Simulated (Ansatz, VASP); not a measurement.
**Bi in VASP and in Ansatz**

INCAR

```
PREC     = Accurate       # precision mode
ENCUT    = 520            # plane-wave cutoff, eV
EDIFF    = 1E-8           # SCF threshold, eV
ISMEAR   = -1             # smearing method
SIGMA    = 0.03           # smearing width, eV
LREAL    = False          # projectors in reciprocal space
LASPH    = True           # aspherical terms in the spheres
NELM     = 80             # most SCF steps
ALGO     = Normal         # electronic algorithm
ISIF     = 2              # what is computed and relaxed
LWAVE    = False          # write WAVECAR
LCHARG   = False          # write CHGCAR
GGA      = PS             # functional
LEFG     = True         
NBANDS   = 22             # bands
```

File KPOINTS:

```
Automatic mesh
0
Gamma
  9 9 3
```

POSCAR

```
Bi
1.0
    4.5238195833      0.0000000000      0.0000000000
   -2.2619097917      3.9177426814      0.0000000000
    0.0000000000      0.0000000000     11.7894378316
Bi
2
Direct
    0.3333333333      0.6666666667      0.2500000000
    0.6666666667      0.3333333333      0.7500000000
```

Input for Ansatz:

```yaml
crystal:
  lattice:
    - [4.5238195833, 0.0, 0.0]
    - [-2.2619097917, 3.9177426814, 0.0]
    - [0.0, 0.0, 11.7894378316]
  atoms:
    - { symbol: Bi, position: [0.3333333333, 0.6666666667, 0.25] }
    - { symbol: Bi, position: [0.6666666667, 0.3333333333, 0.75] }
kpoints:
  mp_grid: { grid: [9, 9, 3] }
scf:
  occupations: { method: fermi_dirac, width: 0.03 }
hamiltonian:
  xc: pbesol
  pseudopotentials: { kind: paw }
output:
  forces: true
  stress: true
  eigenvalues: true
  efg: { contact_densities: true }
```

Change from the starting cell: volume scaled by 0.99, PAW files.

Alike in both runs: task electric field gradients; functional PBEsol; k mesh 9 × 9 × 3; occupations fermi-dirac, width 0.03 eV; no spin polarisation.

|  | VASP | Ansatz |
| --- | --- | --- |
| version | VASP 6.6.1 | Ansatz 0.2.0 |
| potentials or method | VASP PAW PBE potentials, release 64 (Bi_d) | PAW with Ansatz's default frozen-core files, scalar-relativistic |
| plane-wave cutoff (eV) | 520 | 420 |
| valence electrons in the cell | 30 | 30 |

|  | VASP | Ansatz | Ansatz less VASP |
| --- | --- | --- | --- |
| pressure (GPa) | -3.6 | -3.6 | +0.03 |
| traceless stress, the component that is largest in VASP (GPa) | 3.21 | 3.20 | -0.001 |
| size of Vzz on the site where it differs most (V/Å²) | 123.2 | 116.4 | -6.76 |

VASP's potentials were made for PBE, not for PBEsol. The functional is the same, so the differences come from potentials, cutoffs and numerics.

Spin-orbit coupling is off throughout.
